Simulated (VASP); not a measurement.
# GeW (Fm-3m) in VASP: notebook

The runs below take GeW through relaxation of cell and atoms, with PBE+U.

Everything below comes from runs of VASP 6.6.1. Logs are shortened: lines on timing, memory, paths and dates and some standing lists are left out, and cuts for length are marked.

### 1 The cell of the first run

The structure is cubic, space group Fm-3m (No. 225). The conventional cell has a = 5.155 Å, b = 5.155 Å, c = 5.155 Å, α = 90.00°, β = 90.00°, γ = 90.00°. Within 3.4 Å of Ge (site symmetry m-3m) lie 6 W at 2.58 Å. Within 3.4 Å of W (site symmetry m-3m) lie 6 Ge at 2.58 Å.

### 2 Relaxation of cell and atoms, PBE+U

Input file INCAR:

```
  PREC = Accurate
  ENCUT = 600
  EDIFF = 1E-6
  ISMEAR = -1
  SIGMA = 0.05
  LREAL = F
  LASPH = T
  NELM = 150
  ALGO = Normal
  ISIF = 3
  LWAVE = F
  LCHARG = F
  LMAXMIX = 4
  LDAU = T
  LDAUTYPE = 2
  LDAUL = -1 2
  LDAUU = 0 1
  LDAUJ = 0 0
  LDAUPRINT = 1
  GGA = PE
  IBRION = 2
  NSW = 60
  EDIFFG = -0.01
```

Input file KPOINTS:

```
regular mesh
0
Gamma
  9 9 9
```

Input file POSCAR:

```
GeW
1.0
    0.0000000000      2.5776100000      2.5776100000
    2.5776100000      0.0000000000      2.5776100000
    2.5776100000      2.5776100000      0.0000000000
Ge W
1 1
Direct
    0.5000000000      0.5000000000      0.5000000000
    0.0000000000      0.0000000000      0.0000000000
```

Potentials or basis: VASP PAW PBE potentials, release 64 (Ge_d, W_sv).

Run with:

```
> cat potpaw_PBE.64/Ge_d/POTCAR potpaw_PBE.64/W_sv/POTCAR > POTCAR
> mpirun -np 1 vasp_std > vasp.out
```

OUTCAR:

```text
PREC = Accurate
   ENCUT = 600
   EDIFF = 1E-6
   ISMEAR = -1
   LREAL = F
   LASPH = T
   NELM = 150
   ISIF = 3
   GGA = PE
   IBRION = 2
   NSW = 60
   EDIFFG = -0.01

 ion  position               nearest neighbor table
   1  0.500  0.500  0.500-   2 2.58   2 2.58   2 2.58   2 2.58   2 2.58   2 2.58
   2  0.000  0.000  0.000-   1 2.58   1 2.58   1 2.58   1 2.58   1 2.58   1 2.58

  LATTYP: Found a face centered cubic cell.
 ALAT       =     5.1552200000

  Lattice vectors:

 A1 = (   0.0000000000,   2.5776100000,   2.5776100000)
 A2 = (   2.5776100000,   0.0000000000,   2.5776100000)
 A3 = (   2.5776100000,   2.5776100000,   0.0000000000)

Analysis of symmetry for initial positions (statically):
=====================================================================
 Subroutine PRICEL returns:
 Original cell was already a primitive cell.

 Routine SETGRP: Setting up the symmetry group for a
 face centered cubic supercell.

 Subroutine GETGRP returns: Found 48 space group operations
 (whereof 48 operations were pure point group operations)
 out of a pool of 48 trial point group operations.

The static configuration has the point symmetry O_h .

Analysis of symmetry for dynamics (positions and initial velocities):
=====================================================================
 Subroutine PRICEL returns:
 Original cell was already a primitive cell.

 Routine SETGRP: Setting up the symmetry group for a
 face centered cubic supercell.

 Subroutine GETGRP returns: Found 48 space group operations
 (whereof 48 operations were pure point group operations)
 out of a pool of 48 trial point group operations.

The dynamic configuration has the point symmetry O_h .

 Subroutine INISYM returns: Found 48 space group operations
 (whereof 48 operations are pure point group operations),
 and found     1 'primitive' translations

----------------------------------------------------------------------------------------

                                     Primitive cell

  volume of cell :      34.2517

  direct lattice vectors                    reciprocal lattice vectors
     0.000000000  2.577610000  2.577610000    -0.193978143  0.193978143  0.193978143
     2.577610000  0.000000000  2.577610000     0.193978143 -0.193978143  0.193978143
     2.577610000  2.577610000  0.000000000     0.193978143  0.193978143 -0.193978143

  length of vectors
     3.645291021  3.645291021  3.645291021     0.335979998  0.335979998  0.335979998

  position of ions in fractional coordinates (direct lattice)
     0.500000000  0.500000000  0.500000000
     0.000000000  0.000000000  0.000000000

  ion indices of the primitive-cell ions
   primitive index   ion index
                 1           1
                 2           2

----------------------------------------------------------------------------------------

 KPOINTS: regular mesh

Automatic generation of k-mesh.
 Grid dimensions read from file:
 generate k-points for:    9    9    9

 Generating k-lattice:

  Cartesian coordinates                     Fractional coordinates (reciprocal lattice)
    -0.021553127  0.021553127  0.021553127     0.111111111  0.000000000  0.000000000
     0.021553127 -0.021553127  0.021553127     0.000000000  0.111111111  0.000000000
     0.021553127  0.021553127 -0.021553127     0.000000000  0.000000000  0.111111111

  Length of vectors
     0.037331111  0.037331111  0.037331111

  Shift w.r.t. Gamma in fractional coordinates (k-lattice)
     0.000000000  0.000000000  0.000000000

[... 47 lines left out ...]
   LASPH  =      T    aspherical Exc in radial PAW
   ENCUT  =  600.0 eV  44.10 Ry    6.64 a.u.   7.28  7.28  7.28*2*pi/ulx,y,z
   NELM   =    150;   NELMIN=  2; NELMDL= -5     # of ELM steps
   EDIFF  = 0.1E-05   stopping-criterion for ELM
   LREAL  =      F    real-space projection
   EDIFFG = -.1E-01   stopping-criterion for IOM
   NSW    =     60    number of steps for IOM
   IBRION =      2    ionic relax: 0-MD 1-quasi-New 2-CG
   NFREE  =      1    steps in history (QN), initial steepest desc. (CG)
   ISIF   =      3    stress and relaxation
   ISYM   =      2    0-nonsym 1-usesym 2-fastsym
   POTIM  = 0.5000    time-step for ionic-motion
   TEBEG  =    0.0;   TEEND  =   0.0 temperature during run
   PSTRESS=    0.0 pullay stress
   NELECT =      28.0000    total number of electrons
   NUPDOWN=      -1.0000    fix difference up-down
   EMIN   =  10.00;   EMAX   =-10.00  energy-range for DOS
   EFERMI =   0.00;   METHOD = LEGACY
   ISMEAR =    -1;   SIGMA  =   0.05  broadening in eV -4-tet -1-fermi 0-gaus
   EFERMI_NEDOS =   21; number of points for ismear=-14 and -15
   IALGO  =     38    algorithm
   IMIX   =      4    mixing-type and parameters
     AMIX     =   0.40;   BMIX     =  1.00
     AMIX_MAG =   1.60;   BMIX_MAG =  1.00
  volume/ion in A,a.u.               =      17.13       115.57
  Fermi-wavevector in a.u.,A,eV,Ry     =   1.530736  2.892672 31.880529  2.343153
  Thomas-Fermi vector in A             =   2.638178
   LORBIT       =      0    0 simple, 1 ext, 2 COOP (PROOUT), +10 PAW based schemes
 LDA+U is selected, type is set to LDAUTYPE =  2
   angular momentum for each species LDAUL =    -1    2
   U (eV)           for each species LDAUU =   0.0  1.0
   J (eV)           for each species LDAUJ =   0.0  0.0
   GGA     = PE    functional components
   LHFCALC =     F    Hartree Fock is set to
   AEXX    =    0.0000 exact exchange contribution
   IVDW    =     0    specifies the selected vdW correction
   LEPSILON=     F    determine dielectric tensor
   LRPA    =     F    only Hartree local field effects (RPA)
 conjugate gradient relaxation of ions
 non-spin polarized calculation
  energy-cutoff  :      600.00
  volume of cell :       34.25
 maximum number of plane-waves:      1158
 NGX is ok and might be reduce to    30
   NGX = 15   NGY = 15   NGZ = 15

--------------------------------------- Ionic step        1  -------------------------------------------

 number of electron      28.0000000 magnetization

 Free energy of the ion-electron system (eV)
  ---------------------------------------------------
  ext. energy  EPLUGINS =         0.00000000
  ---------------------------------------------------
  free energy    TOTEN  =       -14.59082667 eV

  energy without entropy =      -14.56760373  energy(sigma->0) =      -14.57921520

------------------------ aborting loop because EDIFF is reached ----------------------------------------

  FORCE on cell =-STRESS in cart. coord.  units (eV):
  Direction    XX          YY          ZZ          XY          YZ          ZX
  --------------------------------------------------------------------------------------
  -------------------------------------------------------------------------------------
  Total        0.2758608      0.2758608      0.2758608     -0.0000000     -0.0000000      0.0000000
  in kB       12.9038410     12.9038410     12.9038410     -0.0000000     -0.0000000      0.0000000
  external PRESSURE =      12.9038410 kB  Pullay stress =       0.0000000 kB
[... 53 lines left out ...]
  FREE ENERGIE OF THE ION-ELECTRON SYSTEM (eV)
  ---------------------------------------------------
  free  energy   TOTEN  =       -14.5890560479 eV

  energy  without entropy=      -14.5656071330  energy(sigma->0) =      -14.57733159

atom =   2  type =  2  l = 2

 onsite density matrix

spin component  1

  0.3142 -0.0000 -0.0000 -0.0000 -0.0000
 -0.0000  0.3142 -0.0000  0.0000  0.0000
 -0.0000 -0.0000  0.3885 -0.0000  0.0000
 -0.0000  0.0000 -0.0000  0.3142 -0.0000
 -0.0000  0.0000  0.0000 -0.0000  0.3885

spin component  2

  0.3142 -0.0000 -0.0000 -0.0000 -0.0000
 -0.0000  0.3142 -0.0000  0.0000  0.0000
 -0.0000 -0.0000  0.3885 -0.0000  0.0000
 -0.0000  0.0000 -0.0000  0.3142 -0.0000
 -0.0000  0.0000  0.0000 -0.0000  0.3885

 occupancies and eigenvectors

  o =  0.3142  v =  1.0000  0.0000  0.0000  0.0000  0.0000  0.0000  0.0000  0.0000  0.0000  0.0000      0.0000  0.0000  0.0000  0.0000  0.0000  0.0000  0.0000  0.0000  0.0000  0.0000
  o =  0.3142  v =  0.0000  0.0000  0.0000  0.0000  0.0000  1.0000  0.0000  0.0000  0.0000  0.0000      0.0000  0.0000  0.0000  0.0000  0.0000  0.0000  0.0000  0.0000  0.0000  0.0000
  o =  0.3142  v =  0.0000  0.4478 -0.0000  0.8941 -0.0000  0.0000  0.0000  0.0000  0.0000  0.0000      0.0000  0.0000  0.0000  0.0000  0.0000  0.0000  0.0000  0.0000  0.0000  0.0000
  o =  0.3142  v =  0.0000  0.0000  0.0000  0.0000  0.0000  0.0000  0.4478 -0.0000  0.8941 -0.0000      0.0000  0.0000  0.0000  0.0000  0.0000  0.0000  0.0000  0.0000  0.0000  0.0000
  o =  0.3142  v =  0.0000 -0.8941 -0.0000  0.4478  0.0000  0.0000  0.0000  0.0000  0.0000  0.0000      0.0000  0.0000  0.0000  0.0000  0.0000  0.0000  0.0000  0.0000  0.0000  0.0000
  o =  0.3142  v =  0.0000  0.0000  0.0000  0.0000  0.0000  0.0000 -0.8941 -0.0000  0.4478  0.0000      0.0000  0.0000  0.0000  0.0000  0.0000  0.0000  0.0000  0.0000  0.0000  0.0000
  o =  0.3885  v =  0.0000  0.0000  0.0000  0.0000  0.0000  0.0000 -0.0000 -0.9999 -0.0000  0.0109      0.0000  0.0000  0.0000  0.0000  0.0000  0.0000  0.0000  0.0000  0.0000  0.0000
  o =  0.3885  v =  0.0000 -0.0000 -0.9999 -0.0000  0.0109  0.0000  0.0000  0.0000  0.0000  0.0000      0.0000  0.0000  0.0000  0.0000  0.0000  0.0000  0.0000  0.0000  0.0000  0.0000
  o =  0.3885  v =  0.0000  0.0000  0.0000  0.0000  0.0000  0.0000  0.0000  0.0109 -0.0000  0.9999      0.0000  0.0000  0.0000  0.0000  0.0000  0.0000  0.0000  0.0000  0.0000  0.0000
  o =  0.3885  v =  0.0000  0.0000  0.0109 -0.0000  0.9999  0.0000  0.0000  0.0000  0.0000  0.0000      0.0000  0.0000  0.0000  0.0000  0.0000  0.0000  0.0000  0.0000  0.0000  0.0000

--------------------------------------- Ionic step        3  -------------------------------------------

 number of electron      27.9999996 magnetization

 Free energy of the ion-electron system (eV)
  ---------------------------------------------------
  ext. energy  EPLUGINS =         0.00000000
  ---------------------------------------------------
  free energy    TOTEN  =       -14.59185817 eV

  energy without entropy =      -14.56855003  energy(sigma->0) =      -14.58020410

 E-fermi :   9.0382     XC(G=0): -12.3835

 val. band max:        9.0329995106   @ k =   0.3333   0.2222   0.0000
 cond. band min:       9.0454838792   @ k =   0.3333   0.1111   0.0000
 fundamental gap:      0.0124843687
 Fermi energy:         9.0381875791

 k-point     1 :       0.0000    0.0000    0.0000
  band No.  band energies     occupation
      1     -65.6384      2.00000
      2     -29.8137      2.00000
      3     -29.8137      2.00000
      4     -29.8137      2.00000
      5     -15.4312      2.00000
      6     -15.4312      2.00000
[... 481 lines left out ...]
      5     -15.4250      2.00000
      6     -15.4202      2.00000
[... 10 lines left out ...]
     17      10.4611      0.00000
     18      10.8747      0.00000

 [... further k-points ...]
[... 5 lines left out ...]
  --------------------------------------------------------------------------------------
  -------------------------------------------------------------------------------------
  Total       -0.0008965     -0.0008965     -0.0008965      0.0000000      0.0000000      0.0000000
  in kB       -0.0416317     -0.0416317     -0.0416317      0.0000000      0.0000000      0.0000000
  external PRESSURE =      -0.0416317 kB  Pullay stress =       0.0000000 kB
[... 17 lines left out ...]
  FREE ENERGIE OF THE ION-ELECTRON SYSTEM (eV)
  ---------------------------------------------------
  free  energy   TOTEN  =       -14.5918581734 eV

  energy  without entropy=      -14.5685500302  energy(sigma->0) =      -14.58020410

 reached required accuracy - stopping structural energy minimisation
```

Run time: 2.5 min. Hardware: 1 thread of AMD EPYC 7R13, shared host; peak memory 0.16 GiB.

What came out:

* Free energy: -14.5919 eV
* Relaxed volume: 17.25 Å³/atom
* Relaxed cell: a = 3.654 Å, b = 3.654 Å, c = 3.654 Å, α = 60.00°, β = 60.00°, γ = 60.00°
* Space group after relaxing (to 0.05 Å): Fm-3m (No. 225)
* Energy gained by relaxing: 0.5 meV/atom
* Ionic steps: 3
* Pressure after relaxing: 0.0 GPa
* Band gap on the k mesh: zero (band 14 reaches 9.54 eV, above the bottom of band 15 at 7.86 eV)

The path:
```
step  energy change (eV)  largest force (eV/Å)  pressure (GPa)  volume (Å³)
   1              0.0000                0.0000            1.29        34.25
   2              0.0018                0.0000           -1.96        34.94
   3             -0.0010                0.0000            0.00        34.50
```

Final structure:
```cif
data_structure
_symmetry_space_group_name_H-M 'P 1'
_symmetry_Int_Tables_number 1
_cell_length_a 3.6542
_cell_length_b 3.6542
_cell_length_c 3.6542
_cell_angle_alpha 60.000
_cell_angle_beta 60.000
_cell_angle_gamma 60.000
_cell_volume 34.50
loop_
_atom_site_label
_atom_site_type_symbol
_atom_site_fract_x
_atom_site_fract_y
_atom_site_fract_z
_atom_site_occupancy
Ge1 Ge 0.50000 0.50000 0.50000 1
W1 W 0.00000 0.00000 0.00000 1
```

Levels at points of the mesh, in eV from the Fermi level:
| k point | band 10 | band 11 | band 12 | band 13 | band 14 | band 15 | band 16 | band 17 | band 18 |
| --- | --- | --- | --- | --- | --- | --- | --- | --- | --- |
| (0.00, 0.00, 0.00) | -12.33 | -1.58 | -1.58 | -1.58 | -0.90 | -0.90 | 2.36 | 2.36 | 2.36 |

Eigenvalues of the final occupation matrices:
| site | spin | trace | eigenvalues |
| --- | --- | --- | --- |
| site 2 d | 1 | 1.72 | 0.31 0.31 0.31 0.39 0.39 |
| site 2 d | 2 | 1.72 | 0.31 0.31 0.31 0.39 0.39 |

Caveat: spin-orbit coupling is left out, which moves the levels of the heavy elements; U without spin polarisation on a metal has little footing; the U is typed as a test and isn't derived for this compound.

### 3 Relaxation of cell and atoms, PBE+U

Input file INCAR:

```
  PREC = Accurate
  ENCUT = 600
  EDIFF = 1E-6
  ISMEAR = -1
  SIGMA = 0.05
  LREAL = False
  LASPH = True
  NELM = 150
  ALGO = Normal
  ISIF = 3
  LWAVE = False
  LCHARG = False
  LMAXMIX = 4
  LDAU = True
  LDAUTYPE = 2
  LDAUL = -1 2
  LDAUU = 0 2
  LDAUJ = 0 0
  LDAUPRINT = 1
  GGA = PE
  IBRION = 2
  NSW = 60
  EDIFFG = -0.01
```

KPOINTS is that of step 2.

POSCAR is that of step 2.

Potentials or basis: VASP PAW PBE potentials, release 64 (Ge_d, W_sv).

Run with:

```
> cat potpaw_PBE.64/Ge_d/POTCAR potpaw_PBE.64/W_sv/POTCAR > POTCAR
> mpirun -np 1 vasp_std > vasp.out
```

It took 2.4 min on 1 thread of AMD EPYC 7R13, shared host; peak memory 0.16 GiB.

It converged, with:

```
Free energy                            : -13.4739 eV
Relaxed volume                         : 17.34 Å³/atom
Relaxed cell                           : a = 3.660 Å, b = 3.660 Å, c = 3.660 Å, α = 60.00°, β = 60.00°, γ = 60.00°
Space group after relaxing (to 0.05 Å) : Fm-3m (No. 225)
Energy gained by relaxing              : 1.4 meV/atom
Ionic steps                            : 3
Pressure after relaxing                : 0.0 GPa
Band gap on the k mesh                 : zero (band 14 reaches 9.52 eV, above the bottom of band 15 at 7.87 eV)
```

The path:
```tsv
step	energy change (eV)	largest force (eV/Å)	pressure (GPa)	volume (Å³)
1	0.0000	0.0000	2.14	34.25
2	0.0048	0.0000	-3.30	35.40
3	-0.0028	0.0000	-0.01	34.68
```

Final structure:
```xyz
2
Lattice="0.0000 2.5883 2.5883 2.5883 0.0000 2.5883 2.5883 2.5883 0.0000" Properties=species:S:1:pos:R:3 pbc="T T T"
Ge    2.5883    2.5883    2.5883
W     0.0000    0.0000    0.0000
```

Levels at points of the mesh, in eV from the Fermi level:
```csv
k point,band 10,band 11,band 12,band 13,band 14,band 15,band 16,band 17,band 18
"(0.00, 0.00, 0.00)",-12.36,-1.55,-1.55,-1.55,-0.94,-0.94,2.29,2.29,2.29
```

Eigenvalues of the final occupation matrices:
```csv
site,spin,trace,eigenvalues
site 2 d,1,1.70,0.31 0.31 0.31 0.39 0.39
site 2 d,2,1.70,0.31 0.31 0.31 0.39 0.39
```

Caveat: spin-orbit coupling is left out, which moves the levels of the heavy elements; U without spin polarisation on a metal has little footing; the U is typed as a test and isn't derived for this compound.

### 4 Relaxation of cell and atoms, PBE+U

Input file INCAR:

```
SYSTEM = GeW
  ALGO = Normal
  EDIFF = 1E-6
  EDIFFG = -0.01
  ENCUT = 600
  GGA = PE
  IBRION = 2
  ISIF = 3
  ISMEAR = -1
  LASPH = .True.
  LCHARG = .False.
  LDAU = .True.
  LDAUJ = 0 0
  LDAUL = -1 2
  LDAUPRINT = 1
  LDAUTYPE = 2
  LDAUU = 0 3
  LMAXMIX = 4
  LREAL = .False.
  LWAVE = .False.
  NELM = 150
  NSW = 60
  PREC = Accurate
  SIGMA = 0.05
```

Input file KPOINTS:

```
k-points
0
Gamma
  9 9 9
  0 0 0
```

POSCAR is that of step 3.

Run with:

```
> cat potpaw_PBE.64/Ge_d/POTCAR potpaw_PBE.64/W_sv/POTCAR > POTCAR
> mpirun -np 1 vasp_std > vasp.out
```

Wall time 2.3 min (1 thread of AMD EPYC 7R13, shared host); peak memory 0.16 GiB.

It converged, with:

```yaml
Free_energy: -12.3634 eV
Relaxed_volume: 17.43 Å³/atom
Relaxed_cell: a = 3.667 Å, b = 3.667 Å, c = 3.667 Å, α = 60.00°, β = 60.00°, γ = 60.00°
Space_group_after_relaxing_to_0.05_Å: Fm-3m (No. 225)
Energy_gained_by_relaxing: 2.8 meV/atom
Ionic_steps: 3
Pressure_after_relaxing: 0.0 GPa
Band_gap_on_the_k_mesh: zero (band 14 reaches 9.56 eV, above the bottom of band 15 at 7.88 eV)
```

Step by step:
```
step  energy change (eV)  largest force (eV/Å)  pressure (GPa)  volume (Å³)
   1              0.0000                0.0000            3.03        34.25
   2              0.0095                0.0000           -4.55        35.88
   3             -0.0056                0.0000            0.00        34.86
```

Final structure:
```yaml
crystal:
  lattice:
    - [0.00000, 2.59275, 2.59275]
    - [2.59275, 0.00000, 2.59275]
    - [2.59275, 2.59275, 0.00000]
  atoms:
    - { symbol: Ge, position: [0.50000, 0.50000, 0.50000] }
    - { symbol: W, position: [0.00000, 0.00000, 0.00000] }
```

Levels at points of the mesh, in eV from the Fermi level:
```csv
k point,band 10,band 11,band 12,band 13,band 14,band 15,band 16,band 17,band 18
"(0.00, 0.00, 0.00)",-12.40,-1.52,-1.52,-1.52,-0.98,-0.98,2.22,2.22,2.22
```

Eigenvalues of the final occupation matrices:
```csv
site,spin,trace,eigenvalues
site 2 d,1,1.68,0.30 0.30 0.30 0.39 0.39
site 2 d,2,1.68,0.30 0.30 0.30 0.39 0.39
```

Caveat: spin-orbit coupling is left out, which moves the levels of the heavy elements; U without spin polarisation on a metal has little footing; the U is typed as a test and isn't derived for this compound.

### 5 The runs side by side

```tsv
U	gap on the mesh (eV)	pressure (GPa)	relaxed volume (Å³/atom)
W d U = 1.0 eV	none	0.0	17.25
W d U = 2.0 eV	none	0.0	17.34
W d U = 3.0 eV	none	0.0	17.43
```

Alike in all rows: task relaxation of cell and atoms; level PBE+U; potentials or basis VASP PAW PBE potentials, release 64 (Ge_d, W_sv); no spin polarisation; cell relaxed; k mesh 9 × 9 × 9; cutoff (eV) 600; smearing fermi-dirac 0.05 eV.

Caveats: spin-orbit coupling is left out, which moves the levels of the heavy elements; U without spin polarisation on a metal has little footing; the U is typed as a test and isn't derived for this compound.

Total energies depend on the potentials used, so only differences within one code and one set of settings carry meaning.
